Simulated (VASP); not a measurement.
# GaP (F-43m) in VASP: notebook, part 2 of 2

VASP 6.6.1. The steps go on from the part before.

## 3. Single point, PBEsol (19.50 Å³/atom)

This run uses another cell than the first one, of 19.50 Å³/atom.

Input file INCAR:

```
PREC = Accurate ; ENCUT = 500
EDIFF = 1E-6 ; ISMEAR = 0
SIGMA = 0.02 ; LREAL = F
LASPH = T ; NELM = 120
ALGO = Normal ; ISIF = 2
LWAVE = F ; LCHARG = F
GGA = PS ; NBANDS = 16
GGA_COMPAT = F
```

Input file KPOINTS:

```
Automatic mesh
0
Gamma
  8 8 8
```

Input file POSCAR:

```
GaP
1.0
    0.0000000000      2.6917563013      2.6917563013
    2.6917563013      0.0000000000      2.6917563013
    2.6917563013      2.6917563013      0.0000000000
Ga P
1 1
Direct
    0.0000000000      0.0000000000      0.0000000000
    0.2500000000      0.2500000000      0.2500000000
```

Potentials or basis: VASP PAW PBE potentials, release 64 (Ga_d, P).

Started as:

```sh
$ cat potpaw_PBE.64/Ga_d/POTCAR potpaw_PBE.64/P/POTCAR > POTCAR
$ mpirun -np 1 vasp_std > vasp.out
```

Run time: 23 s. Hardware: 1 thread of Intel Xeon Platinum 8259CL at 2.50GHz (Skylake/Cascade Lake), shared host; peak memory 0.15 GiB.

Results (log left out):

| Quantity | Value |
| --- | --- |
| Free energy | -9.9112 eV |
| Pressure | 2.7 GPa |
| Band gap on the k mesh | 1.44 eV (least direct gap 2.06 eV) |

Levels at points of the mesh, in eV from the valence-band top:
| k point | band 6 | band 7 | band 8 | band 9 | band 10 | band 11 | band 12 | band 13 |
| --- | --- | --- | --- | --- | --- | --- | --- | --- |
| (0.00, 0.00, 0.00) | -12.81 | 0.00 | 0.00 | 0.00 | 2.06 | 3.81 | 3.81 | 3.81 |
| (0.50, 0.00, 0.00) | -10.59 | -6.92 | -1.19 | -1.19 | 1.70 | 4.64 | 4.64 | 8.15 |
| (0.50, 0.50, 0.00) | -9.63 | -6.99 | -2.85 | -2.85 | 1.44 | 1.67 | 10.83 | 10.83 |

Caveat: the PAW data sets were made with another functional, which shifts forces and pressure a little. As with any semilocal functional, this PBEsol gap is likely too small.

## 4. Single point, PBEsol (18.90 Å³/atom)

This run uses another cell than the first one, of 18.90 Å³/atom.

Input file INCAR:

```
ALGO = Normal
EDIFF = 1E-6
ENCUT = 500
GGA = PS
GGA_COMPAT = False
ISIF = 2
ISMEAR = 0
LASPH = True
LCHARG = True
LELF = True
LREAL = False
LVHAR = True
LWAVE = False
NBANDS = 16
NELM = 120
PREC = Accurate
SIGMA = 0.02
```

Input file KPOINTS:

```
k-points
0
Gamma
  8 8 8
```

Input file POSCAR:

```
GaP
1.0
    0.0000000000      2.6637151339      2.6637151339
    2.6637151339      0.0000000000      2.6637151339
    2.6637151339      2.6637151339      0.0000000000
Ga P
1 1
Direct
    0.0000000000      0.0000000000      0.0000000000
    0.2500000000      0.2500000000      0.2500000000
```

Potentials or basis: VASP PAW PBE potentials, release 64 (Ga_d, P).

Started as:

```sh
$ cat potpaw_PBE.64/Ga_d/POTCAR potpaw_PBE.64/P/POTCAR > POTCAR
$ mpirun -np 1 vasp_std > vasp.out
```

OUTCAR:

```text
EDIFF = 1E-6
   ENCUT = 500
   GGA = PS
   ISIF = 2
   ISMEAR = 0
   LASPH = True
   LREAL = False
   NELM = 120
   PREC = Accurate

 ion  position               nearest neighbor table
   1  0.000  0.000  0.000-   2 2.31   2 2.31   2 2.31   2 2.31
   2  0.250  0.250  0.250-   1 2.31   1 2.31   1 2.31   1 2.31

  LATTYP: Found a face centered cubic cell.
 ALAT       =     5.3274302678

  Lattice vectors:

 A1 = (   0.0000000000,   2.6637151339,   2.6637151339)
 A2 = (   2.6637151339,   0.0000000000,   2.6637151339)
 A3 = (   2.6637151339,   2.6637151339,   0.0000000000)

Analysis of symmetry for initial positions (statically):
=====================================================================
 Subroutine PRICEL returns:
 Original cell was already a primitive cell.

 Routine SETGRP: Setting up the symmetry group for a
 face centered cubic supercell.

 Subroutine GETGRP returns: Found 24 space group operations
 (whereof 24 operations were pure point group operations)
 out of a pool of 48 trial point group operations.

The static configuration has the point symmetry T_d .

[... 157 lines left out ...]

  energy without entropy =       -9.87885787  energy(sigma->0) =       -9.87885787

 E-fermi :   5.4520     XC(G=0): -10.3348

 val. band max:        5.2958963031   @ k =   0.0000   0.0000   0.0000
 cond. band min:       6.6618414849   @ k =   0.5000   0.5000   0.0000
 fundamental gap:      1.3659451818
 Fermi energy:         5.4520453302

 k-point     1 :       0.0000    0.0000    0.0000
  band No.  band energies     occupation
      1      -9.3835      2.00000
      2      -9.3835      2.00000
      3      -9.3835      2.00000
      4      -9.2598      2.00000
      5      -9.2598      2.00000
      6      -7.7689      2.00000
[... 433 lines left out ...]
      3      -9.3295      2.00000
      4      -9.2673      2.00000
      5      -9.2508      2.00000
      6      -4.9913      2.00000
[... 8 lines left out ...]
     15      17.4280      0.00000
     16      18.1426      0.00000

 [... further k-points ...]

------------------------ aborting loop because EDIFF is reached ----------------------------------------

  FORCE on cell =-STRESS in cart. coord.  units (eV):
  Direction    XX          YY          ZZ          XY          YZ          ZX
  --------------------------------------------------------------------------------------
  -------------------------------------------------------------------------------------
  Total        1.3924327      1.3924327      1.3924327      0.0000000     -0.0000000     -0.0000000
  in kB       59.0189497     59.0189497     59.0189497      0.0000000     -0.0000000     -0.0000000
  external PRESSURE =      59.0189497 kB  Pullay stress =       0.0000000 kB

 VOLUME and BASIS-vectors are now :
 -----------------------------------------------------------------------------
  energy-cutoff  :      500.00
  volume of cell :       37.80
      direct lattice vectors                 reciprocal lattice vectors
     0.000000000  2.663715134  2.663715134    -0.187707760  0.187707760  0.187707760
     2.663715134  0.000000000  2.663715134     0.187707760 -0.187707760  0.187707760
     2.663715134  2.663715134  0.000000000     0.187707760  0.187707760 -0.187707760

 POSITION                                       TOTAL-FORCE (eV/Angst)
 -----------------------------------------------------------------------------------
      0.00000      0.00000      0.00000        -0.000000     -0.000000     -0.000000
      1.33186      1.33186      1.33186         0.000000      0.000000      0.000000
 -----------------------------------------------------------------------------------
    total drift:                                0.000001      0.000001      0.000001

  FREE ENERGIE OF THE ION-ELECTRON SYSTEM (eV)
  ---------------------------------------------------
  free  energy   TOTEN  =        -9.8788578658 eV

  energy  without entropy=       -9.8788578658  energy(sigma->0) =       -9.87885787
```

It took 18 s on 1 thread of Intel Xeon Platinum 8259CL at 2.50GHz (Skylake/Cascade Lake), shared host; peak memory 0.16 GiB.

What came out:

```yaml
Free_energy: -9.8789 eV
Pressure: 5.9 GPa
Band_gap_on_the_k_mesh: 1.37 eV (least direct gap 2.32 eV)
```

Levels at points of the mesh, in eV from the valence-band top:
```tsv
k point	band 5	band 6	band 7	band 8	band 9	band 10	band 11	band 12	band 13	band 14
(0.00, 0.00, 0.00)	-14.56	-13.06	0.00	0.00	0.00	2.32	3.80	3.80	3.80	8.87
(0.50, 0.00, 0.00)	-14.55	-10.74	-7.11	-1.23	-1.23	1.79	4.62	4.62	8.19	11.25
(0.50, 0.50, 0.00)	-14.53	-9.73	-7.15	-2.96	-2.96	1.37	1.63	11.07	11.07	11.73
```

Caveat: the cell stands under pressure; the PAW data sets were made with another functional, which shifts forces and pressure a little. As with any semilocal functional, this PBEsol gap is likely too small.

## 5. Overview

```csv
cell,gap on the mesh (eV),pressure (GPa)
"a = 3.727 Å, angles 60.0°, 2 atoms",1.29,9.7
"a = 3.807 Å, angles 60.0°, 2 atoms",1.44,2.7
"a = 3.767 Å, angles 60.0°, 2 atoms",1.37,5.9
```

Alike in all rows: task single point; level PBEsol; potentials or basis VASP PAW PBE potentials, release 64 (Ga_d, P); no spin polarisation; k mesh 8 × 8 × 8; cutoff (eV) 500; smearing gaussian 0.02 eV.

Caveats: the PAW data sets were made with another functional, which shifts forces and pressure a little; the cell stands under pressure (at least some runs).

Absolute energies hang on the potentials; compare differences alone.
